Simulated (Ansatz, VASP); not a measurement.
## TePb: VASP beside Ansatz

```xyz
2
Lattice="0.0000 3.2861 3.2861 3.2861 0.0000 3.2861 3.2861 3.2861 0.0000" Properties=species:S:1:pos:R:3 pbc="T T T"
Te    3.2861    3.2861    3.2861
Pb    0.0000    0.0000    0.0000
```

Alike in both runs: task relaxation of cell and atoms; functional PBEsol; k mesh 8 × 8 × 8; occupations gaussian, width 0.02 eV; no spin polarisation.

|  | VASP | Ansatz |
| --- | --- | --- |
| version | VASP 6.6.1 | Ansatz 0.2.0 |
| potentials or method | VASP PAW PBE potentials, release 64 (Te, Pb_d), cutoff 500 eV | scalar-relativistic, plane waves, PAW |
| valence electrons in the cell | 20 | 30 |

VASP gave:

| Item | Value |
| --- | --- |
| gap on the k mesh at the Fermi level, each at its own relaxed structure (eV) | 0.65 |
| relaxed volume (Å³/atom) | 33.42 |
| relaxed cell length with the largest relative difference (Å) | 4.555 |

Problem. Which values does Ansatz return?

Solution. gap on the k mesh at the Fermi level, each at its own relaxed structure (eV): 0.65; relaxed volume (Å³/atom): 33.44; relaxed cell length with the largest relative difference (Å): 4.556.

VASP's potentials were made for PBE, not for PBEsol. VASP's potentials hold 20 valence electrons a cell and Ansatz's 30, so a difference there can come from the potentials and not from the codes.

Neither program's run includes spin-orbit coupling.
